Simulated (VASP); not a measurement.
# Cu (P6_3/mmc) in VASP: further runs, part 2 of 2

VASP 6.6.1.

## (3) Relaxation of cell and atoms, PBEsol, target pressure 90 GPa, at which the enthalpy is minimised

This run uses another cell than the first one, of 8.66 Å³/atom.

Contents of INCAR:

```
SYSTEM = Cu
ALGO     = Fast           ! electronic algorithm
EDIFF    = 1E-6           ! SCF threshold, eV
EDIFFG   = -0.008         ! ionic threshold
ENCUT    = 600            ! plane-wave cutoff, eV
GGA      = PS             ! functional
IBRION   = 2              ! ionic algorithm
ISIF     = 3              ! what is computed and relaxed
ISMEAR   = 0              ! smearing method
LASPH    = .True.         ! aspherical terms in the spheres
LCHARG   = .False.        ! write CHGCAR
LREAL    = .False.        ! projectors in reciprocal space
LWAVE    = .False.        ! write WAVECAR
NELM     = 100            ! most SCF steps
NSW      = 70             ! ionic steps
PREC     = Accurate       ! precision mode
PSTRESS  = 900.0        
SIGMA    = 0.1            ! smearing width, eV
```

Contents of KPOINTS:

```
k-points
0
Gamma
  24 24 12
  0 0 0
```

Contents of POSCAR:

```
Cu
1.0
    2.3034594403      0.0000000000      0.0000000000
   -1.1517297201      1.9948543919      0.0000000000
    0.0000000000      0.0000000000      3.7709312765
Cu
2
Direct
    0.3333333333      0.6666666667      0.2500000000
    0.6666666667      0.3333333333      0.7500000000
```

Potentials or basis: VASP PAW PBE potentials, release 64 (Cu).

The run is started by

```
$ cat potpaw_PBE.64/Cu/POTCAR > POTCAR
$ mpirun -np 1 vasp_std > vasp.out
```

OUTCAR:

```text
SYSTEM = Cu
   EDIFF = 1E-6
   EDIFFG = -0.008
   ENCUT = 600
   GGA = PS
   IBRION = 2
   ISIF = 3
   ISMEAR = 0
   LASPH = .True.
   LREAL = .False.
   NELM = 100
   NSW = 70
   PREC = Accurate
   PSTRESS = 900.0

 ion  position               nearest neighbor table
   1  0.333  0.667  0.250-   2 2.31   2 2.31   2 2.31   2 2.31   2 2.31   2 2.31
   2  0.667  0.333  0.750-   1 2.31   1 2.31   1 2.31   1 2.31   1 2.31   1 2.31

  LATTYP: Found a hexagonal cell.
 ALAT       =     2.3034594403
 C/A-ratio  =     1.6370730088

  Lattice vectors:

 A1 = (   2.3034594403,   0.0000000000,   0.0000000000)
 A2 = (  -1.1517297201,   1.9948543919,   0.0000000000)
 A3 = (   0.0000000000,   0.0000000000,   3.7709312765)

Analysis of symmetry for initial positions (statically):
=====================================================================
 Subroutine PRICEL returns:
[... 389 lines left out ...]
      4       7.8579      2.00000
      5       7.8579      2.00000
      6       8.2034      2.00000
      7       8.2034      2.00000
      8       8.6803      2.00000
      9       8.6803      2.00000
     10       9.8741      2.00000
     11       9.8741      2.00000
     12       9.9206      2.00000
     13      17.5880      0.00000
     14      35.8204      0.00000
[... 401 lines left out ...]
      2       5.3506      2.00000
      3       5.6398      2.00000
      4       7.5792      2.00000
      5       7.7297      2.00000
      6       7.8557      2.00000
      7       8.2404      2.00000
      8      10.0343      2.00000
      9      10.0943      2.00000
     10      10.1543      2.00000
     11      11.9670      1.62223
     12      14.5594      0.00000
     13      21.3167      0.00000
     14      22.1990      0.00000
     15      25.0009      0.00000

 [... further k-points ...]

------------------------ aborting loop because EDIFF is reached ----------------------------------------

  FORCE on cell =-STRESS in cart. coord.  units (eV):
  Direction    XX          YY          ZZ          XY          YZ          ZX
  --------------------------------------------------------------------------------------
  -------------------------------------------------------------------------------------
  Total        9.6924628      9.6924628      9.6932098      0.0000000      0.0000000      0.0000000
  in kB      899.7007612    899.7007612    899.7701064      0.0000000      0.0000000      0.0000000
  external PRESSURE =      -0.2761237 kB  Pullay stress =     900.0000000 kB
[... 21 lines left out ...]
  energy  without entropy=       -7.4249012471  energy(sigma->0) =       -7.42623337

  enthalpy is  TOTEN    =         2.2681209989 eV   P V=        9.6956864830

 reached required accuracy - stopping structural energy minimisation
```

OSZICAR:

```text
N       E                     dE             d eps       ncg     rms          rms(c)
DAV:   1     0.119804911332E+03    0.11980E+03   -0.11854E+04 13802   0.319E+03
DAV:   2    -0.515847009517E+01   -0.12496E+03   -0.12098E+03 12810   0.344E+02
DAV:   3    -0.964612766785E+01   -0.44877E+01   -0.44137E+01 15475   0.972E+01
DAV:   4    -0.967899112322E+01   -0.32863E-01   -0.32860E-01 15639   0.838E+00
[... 110 lines left out ...]
RMM:   5    -0.742655354082E+01    0.34590E-06   -0.71424E-06 10950   0.548E-02
  18 F= 0.22681212E+01 E0= 0.22694534E+01  d E =-.474938E-03
       N       E                     dE             d eps       ncg     rms          rms(c)
DAV:   1    -0.742756901303E+01   -0.10151E-02   -0.53816E-05 13993   0.217E-01    0.151E-02
RMM:   2    -0.742756594882E+01    0.30642E-05   -0.13801E-05 12540   0.798E-02    0.359E-03
RMM:   3    -0.742756548409E+01    0.46473E-06   -0.15766E-06  7102   0.290E-02
  19 F= 0.22681210E+01 E0= 0.22694531E+01  d E =-.475143E-03
```

CONTCAR:

```text
Cu
   1.00000000000000
     2.3004625526789551    0.0000000000030343    0.0000000000000000
    -1.1502312762869149    1.9922590110877321    0.0000000000000000
    -0.0000000000000000    0.0000000000000000    3.7660464201051429
  Cu
     2
Direct
     0.3333333332999970    0.6666666667000030    0.2500000000000000
     0.6666666667000030    0.3333333332999970    0.7500000000000000

  0.00000000E+00  0.00000000E+00  0.00000000E+00
  0.00000000E+00  0.00000000E+00  0.00000000E+00
```

It took 16 min on 1 thread of Intel Xeon 8259CL, shared host; peak memory 0.25 GiB.

Results:

- Free energy: -7.4276 eV
- Relaxed volume: 8.63 Å³/atom
- Relaxed cell: a = 2.300 Å, b = 2.300 Å, c = 3.766 Å, α = 90.00°, β = 90.00°, γ = 120.00°
- Space group after relaxing (to 0.1 Å): P6_3/mmc (No. 194)
- Energy change on relaxing (the run minimises the enthalpy): +18.7 meV/atom
- Ionic steps: 19
- Pressure after relaxing: 90.0 GPa
- Band gap on the k mesh: zero (bands 11 and 12 overlap by 7.45 eV)

The path:
| step | energy change (eV) | largest force (eV/Å) | pressure (GPa) | volume (Å³) |
| --- | --- | --- | --- | --- |
| 1 | 0.0000 | 0.0000 | 90.31 | 17.33 |
| 2 | -0.0226 | 0.0000 | 86.57 | 17.37 |
| 3 | -0.0019 | 0.0000 | 88.25 | 17.33 |
| 4 | -0.0003 | 0.0000 | 87.78 | 17.33 |
| 5 | 0.0000 | 0.0000 | 88.05 | 17.33 |
| 6 | 0.0000 | 0.0000 | 87.92 | 17.33 |
| 7 | 0.0000 | 0.0000 | 87.86 | 17.33 |
| 8 | 0.0000 | 0.0000 | 87.83 | 17.33 |
| 9 | 0.0000 | 0.0000 | 87.83 | 17.33 |
| 10 | 0.0000 | 0.0000 | 87.83 | 17.33 |
| 11 | 0.0000 | 0.0000 | 87.83 | 17.33 |
| 12 | 0.0026 | 0.0000 | 88.32 | 17.32 |
| 13 | 0.0103 | 0.0000 | 88.30 | 17.31 |
| 14 | 0.0258 | 0.0000 | 89.70 | 17.28 |
| 15 | 0.0292 | 0.0000 | 89.37 | 17.27 |
| 16 | 0.0358 | 0.0000 | 89.76 | 17.26 |
| 17 | 0.0492 | 0.0000 | 90.98 | 17.24 |
| 18 | 0.0384 | 0.0000 | 90.15 | 17.26 |
| 19 | 0.0374 | 0.0000 | 89.97 | 17.26 |

Final structure:
```
Cu
1.0
     2.30046    0.00000    0.00000
    -1.15023    1.99226    0.00000
     0.00000    0.00000    3.76605
Cu
2
Direct
  0.33333 0.66667 0.25000
  0.66667 0.33333 0.75000
```

Caveat: the cell is relaxed towards a set pressure, so the run minimises the enthalpy, not the energy; the PAW data sets were made with another functional, which shifts forces and pressure a little.

## (4) Relaxation of cell and atoms, PBEsol, target pressure 4 GPa, at which the enthalpy is minimised

This run uses another cell than the first one, of 11.07 Å³/atom.

Contents of INCAR:

```
SYSTEM = Cu
PREC = Accurate
ENCUT = 600
EDIFF = 1E-7
ISMEAR = 0
SIGMA = 0.1
LREAL = .False.
LASPH = .True.
NELM = 80
ALGO = Fast
ISIF = 3
LWAVE = .False.
LCHARG = .False.
GGA = PS
IBRION = 2
NSW = 70
EDIFFG = -0.008
PSTRESS = 40.0
```

Contents of KPOINTS:

```
Automatic mesh
0
Gamma
  18 18 10
  0 0 0
```

Contents of POSCAR:

```
Cu
1.0
    2.5012800442      0.0000000000      0.0000000000
   -1.2506400221      2.1661720602      0.0000000000
    0.0000000000      0.0000000000      4.0853428026
Cu
2
Direct
    0.3333333333      0.6666666667      0.2500000000
    0.6666666667      0.3333333333      0.7500000000
```

Potentials or basis: VASP PAW PBE potentials, release 64 (Cu).

The run is started by

```
$ cat potpaw_PBE.64/Cu/POTCAR > POTCAR
$ mpirun -np 1 vasp_std > vasp.out
```

OUTCAR:

```text
SYSTEM = Cu
   PREC = Accurate
   ENCUT = 600
   EDIFF = 1E-7
   ISMEAR = 0
   LREAL = .False.
   LASPH = .True.
   NELM = 80
   ISIF = 3
   GGA = PS
   IBRION = 2
   NSW = 70
   EDIFFG = -0.008
   PSTRESS = 40.0

 ion  position               nearest neighbor table
   1  0.333  0.667  0.250-   2 2.50   2 2.50   2 2.50   2 2.50   2 2.50   2 2.50
   2  0.667  0.333  0.750-   1 2.50   1 2.50   1 2.50   1 2.50   1 2.50   1 2.50

  LATTYP: Found a hexagonal cell.
 ALAT       =     2.5012800442
 C/A-ratio  =     1.6333008421

  Lattice vectors:

 A1 = (   2.5012800442,   0.0000000000,   0.0000000000)
 A2 = (  -1.2506400221,   2.1661720602,   0.0000000000)
 A3 = (   0.0000000000,   0.0000000000,   4.0853428026)

Analysis of symmetry for initial positions (statically):
=====================================================================
 Subroutine PRICEL returns:
 Original cell was already a primitive cell.

 Routine SETGRP: Setting up the symmetry group for a
 hexagonal supercell.

 Subroutine GETGRP returns: Found 24 space group operations
 (whereof 12 operations were pure point group operations)
 out of a pool of 24 trial point group operations.

The static configuration has the point symmetry D_3d.
 The point group associated with its full space group is D_6h.

Analysis of symmetry for dynamics (positions and initial velocities):
=====================================================================
 Subroutine PRICEL returns:
 Original cell was already a primitive cell.

 Routine SETGRP: Setting up the symmetry group for a
 hexagonal supercell.

 Subroutine GETGRP returns: Found 24 space group operations
 (whereof 12 operations were pure point group operations)
 out of a pool of 24 trial point group operations.

The dynamic configuration has the point symmetry D_3d.
 The point group associated with its full space group is D_6h.

 Subroutine INISYM returns: Found 24 space group operations
 (whereof 12 operations are pure point group operations),
 and found     1 'primitive' translations

----------------------------------------------------------------------------------------

                                     Primitive cell

  volume of cell :      22.1352

  direct lattice vectors                    reciprocal lattice vectors
     2.501280044  0.000000000  0.000000000     0.399795298  0.230821923  0.000000000
    -1.250640022  2.166172060  0.000000000     0.000000000  0.461643846  0.000000000
     0.000000000  0.000000000  4.085342803     0.000000000  0.000000000  0.244777501

  length of vectors
     2.501280044  2.501280044  4.085342803     0.461643846  0.461643846  0.244777501

  position of ions in fractional coordinates (direct lattice)
     0.333333333  0.666666667  0.250000000
     0.666666667  0.333333333  0.750000000

  ion indices of the primitive-cell ions
   primitive index   ion index
                 1           1
                 2           2

----------------------------------------------------------------------------------------

 KPOINTS: Automatic mesh

Automatic generation of k-mesh.
 Grid dimensions read from file:
 generate k-points for:   18   18   10

 Generating k-lattice:

[... 53 lines left out ...]
   ISTART =      0    job   : 0-new  1-cont  2-samecut
   ICHARG =      2    charge: 1-file 2-atom 10-const
   ISPIN  =      1    spin polarized calculation?
   LNONCOLLINEAR =      F non collinear calculations
   LSORBIT =      F    spin-orbit coupling
   LASPH  =      T    aspherical Exc in radial PAW
   ENCUT  =  600.0 eV  44.10 Ry    6.64 a.u.   5.00  5.00  8.16*2*pi/ulx,y,z
   NELM   =     80;   NELMIN=  2; NELMDL= -5     # of ELM steps
   EDIFF  = 0.1E-06   stopping-criterion for ELM
   LREAL  =      F    real-space projection
   EDIFFG = -.8E-02   stopping-criterion for IOM
   NSW    =     70    number of steps for IOM
   IBRION =      2    ionic relax: 0-MD 1-quasi-New 2-CG
   NFREE  =      1    steps in history (QN), initial steepest desc. (CG)
   ISIF   =      3    stress and relaxation
   ISYM   =      2    0-nonsym 1-usesym 2-fastsym
   POTIM  = 0.5000    time-step for ionic-motion
   TEBEG  =    0.0;   TEEND  =   0.0 temperature during run
   PSTRESS=   40.0 pullay stress
   NELECT =      22.0000    total number of electrons
   NUPDOWN=      -1.0000    fix difference up-down
   EMIN   =  10.00;   EMAX   =-10.00  energy-range for DOS
   EFERMI =   0.00;   METHOD = LEGACY
   ISMEAR =     0;   SIGMA  =   0.10  broadening in eV -4-tet -1-fermi 0-gaus
   EFERMI_NEDOS =   21; number of points for ismear=-14 and -15
   IALGO  =     68    algorithm
   IMIX   =      4    mixing-type and parameters
     AMIX     =   0.40;   BMIX     =  1.00
     AMIX_MAG =   1.60;   BMIX_MAG =  1.00
  volume/ion in A,a.u.               =      11.07        74.69
  Fermi-wavevector in a.u.,A,eV,Ry     =   1.633758  3.087355 36.316210  2.669166
  Thomas-Fermi vector in A             =   2.725510
   LORBIT       =      0    0 simple, 1 ext, 2 COOP (PROOUT), +10 PAW based schemes
   GGA     = PS    functional components
   LHFCALC =     F    Hartree Fock is set to
   AEXX    =    0.0000 exact exchange contribution
   IVDW    =     0    specifies the selected vdW correction
   LEPSILON=     F    determine dielectric tensor
   LRPA    =     F    only Hartree local field effects (RPA)
 conjugate gradient relaxation of ions
 non-spin polarized calculation
 RMM-DIIS sequential band-by-band and
 Gauss-broadening in eV      SIGMA  =   0.10
  energy-cutoff  :      600.00
  volume of cell :       22.14
 maximum number of plane-waves:       762
 NGX is ok and might be reduce to    20
   NGX =  9   NGY =  9   NGZ = 17

--------------------------------------- Ionic step        1  -------------------------------------------

 number of electron      21.9999990 magnetization

 Free energy of the ion-electron system (eV)
  ---------------------------------------------------
  ext. energy  EPLUGINS =         0.00000000
  ---------------------------------------------------
  free energy    TOTEN  =        -8.58777788 eV

  energy without entropy =       -8.58317636  energy(sigma->0) =       -8.58547712

------------------------ aborting loop because EDIFF is reached ----------------------------------------

  FORCE on cell =-STRESS in cart. coord.  units (eV):
  Direction    XX          YY          ZZ          XY          YZ          ZX
  --------------------------------------------------------------------------------------
  -------------------------------------------------------------------------------------
  Total        0.6856731      0.6856731      0.6808383     -0.0000000     -0.0000000      0.0000000
  in kB       49.6299573     49.6299573     49.2800122     -0.0000000     -0.0000000      0.0000000
  external PRESSURE =       9.5133090 kB  Pullay stress =      40.0000000 kB
[... 139 lines left out ...]
--------------------------------------- Ionic step        5  -------------------------------------------

 number of electron      21.9999991 magnetization

 Free energy of the ion-electron system (eV)
  ---------------------------------------------------
  ext. energy  EPLUGINS =         0.00000000
  ---------------------------------------------------
  free energy    TOTEN  =        -8.59109633 eV

  energy without entropy =       -8.58649334  energy(sigma->0) =       -8.58879484

 E-fermi :   8.0886     XC(G=0): -13.2585

 val. band max:        8.0812251102   @ k =   0.2778   0.1111   0.4000
 cond. band min:       8.0919764303   @ k =   0.2222   0.2222   0.5000
 fundamental gap:      0.0107513201
 Fermi energy:         8.0885669334

 k-point     1 :       0.0000    0.0000    0.0000
  band No.  band energies     occupation
      1      -1.6949      2.00000
      2       2.7149      2.00000
      3       4.9353      2.00000
      4       5.0050      2.00000
      5       5.0050      2.00000
      6       5.2345      2.00000
      7       5.2345      2.00000
      8       5.5466      2.00000
      9       5.5466      2.00000
     10       6.3655      2.00000
     11       6.3655      2.00000
     12       6.9402      2.00000
     13      12.2004      0.00000
     14      29.9803      0.00000
[... 401 lines left out ...]
      2       3.4444      2.00000
      3       3.5779      2.00000
      4       4.5874      2.00000
      5       4.8584      2.00000
      6       5.0303      2.00000
      7       5.2661      2.00000
      8       6.3371      2.00000
      9       6.4674      2.00000
     10       6.4732      2.00000
     11       7.8926      1.99441
     12      11.0965      0.00000
     13      15.8169      0.00000
     14      16.3343      0.00000
     15      19.0700      0.00000

 [... further k-points ...]

------------------------ aborting loop because EDIFF is reached ----------------------------------------

  FORCE on cell =-STRESS in cart. coord.  units (eV):
  Direction    XX          YY          ZZ          XY          YZ          ZX
  --------------------------------------------------------------------------------------
  -------------------------------------------------------------------------------------
  Total        0.5592165      0.5592165      0.5558996      0.0000000      0.0000000      0.0000000
  in kB       40.2554372     40.2554372     40.0166715      0.0000000      0.0000000      0.0000000
  external PRESSURE =       0.1758486 kB  Pullay stress =      40.0000000 kB
[... 21 lines left out ...]
  energy  without entropy=       -8.5864933407  energy(sigma->0) =       -8.58879484

  enthalpy is  TOTEN    =        -8.0354283183 eV   P V=        0.5556680134

 reached required accuracy - stopping structural energy minimisation
```

OSZICAR:

```text
N       E                     dE             d eps       ncg     rms          rms(c)
DAV:   1     0.124629285050E+03    0.12463E+03   -0.11818E+04  7012   0.299E+03
DAV:   2    -0.617231066963E+01   -0.13080E+03   -0.12652E+03  6660   0.336E+02
DAV:   3    -0.107769676507E+02   -0.46047E+01   -0.44332E+01  8119   0.967E+01
[... 49 lines left out ...]
RMM:   2    -0.859112087298E+01    0.60727E-04   -0.50653E-04  6698   0.470E-01    0.320E-02
RMM:   3    -0.859109923538E+01    0.21638E-04   -0.82478E-05  6690   0.212E-01    0.131E-02
RMM:   4    -0.859109661261E+01    0.26228E-05   -0.59570E-06  6866   0.260E-02    0.429E-03
RMM:   5    -0.859109636146E+01    0.25115E-06   -0.19086E-06  6575   0.302E-02    0.495E-04
RMM:   6    -0.859109633165E+01    0.29809E-07   -0.51193E-07  5202   0.657E-03
   5 F= -.80354283E+01 E0= -.80331268E+01  d E =-.278815E-03
```

It took 6.3 min on 1 thread of Intel Xeon 8259CL, shared host; peak memory 0.21 GiB.

What came out:

```yaml
Free_energy: -8.5911 eV
Relaxed_volume: 11.13 Å³/atom
Relaxed_cell: a = 2.506 Å, b = 2.506 Å, c = 4.093 Å, α = 90.00°, β = 90.00°, γ = 120.00°
Space_group_after_relaxing_to_0.1_Å: P6_3/mmc (No. 194)
Energy_change_on_relaxing_the_run_minimises_the_enthalpy: -1.7 meV/atom
Ionic_steps: 5
Pressure_after_relaxing: 4.0 GPa
Band_gap_on_the_k_mesh: zero (bands 11 and 12 overlap by 6.20 eV)
```

The path:
```
step  energy change (eV)  largest force (eV/Å)  pressure (GPa)  volume (Å³)
   1              0.0000                0.0000            4.95        22.14
   2             -0.0053                0.0000            2.99        22.35
   3             -0.0030                0.0000            4.30        22.24
   4             -0.0035                0.0000            3.80        22.27
   5             -0.0033                0.0000            4.02        22.26
```

Final structure:
```yaml
crystal:
  lattice:
    - [2.50591, 0.00000, 0.00000]
    - [-1.25296, 2.17018, 0.00000]
    - [0.00000, 0.00000, 4.09264]
  atoms:
    - { symbol: Cu, position: [0.33333, 0.66667, 0.25000] }
    - { symbol: Cu, position: [0.66667, 0.33333, 0.75000] }
```

Caveat: the cell is relaxed towards a set pressure, so the run minimises the enthalpy, not the energy; the PAW data sets were made with another functional, which shifts forces and pressure a little.

## (5) Overview

```csv
cell,k mesh,gap on the mesh (eV),pressure (GPa)
"relaxed to 50 GPa from a = 2.363, b = 2.363, c = 3.861 Å, angles 90.0, 90.0, 120.0°, 2 atoms",24 × 24 × 12,none,50.1
"relaxed to 90 GPa from a = 2.303, b = 2.303, c = 3.771 Å, angles 90.0, 90.0, 120.0°, 2 atoms",24 × 24 × 12,none,90.0
"relaxed to 4 GPa from a = 2.501, b = 2.501, c = 4.085 Å, angles 90.0, 90.0, 120.0°, 2 atoms",18 × 18 × 10,none,4.0
```

Alike in all rows: task relaxation of cell and atoms; level PBEsol; potentials or basis VASP PAW PBE potentials, release 64 (Cu); no spin polarisation; cutoff (eV) 600; smearing gaussian 0.1 eV.

Caveats: the cell is relaxed towards a set pressure, so the run minimises the enthalpy, not the energy; the PAW data sets were made with another functional, which shifts forces and pressure a little.

Absolute energies hang on the potentials; compare differences alone.
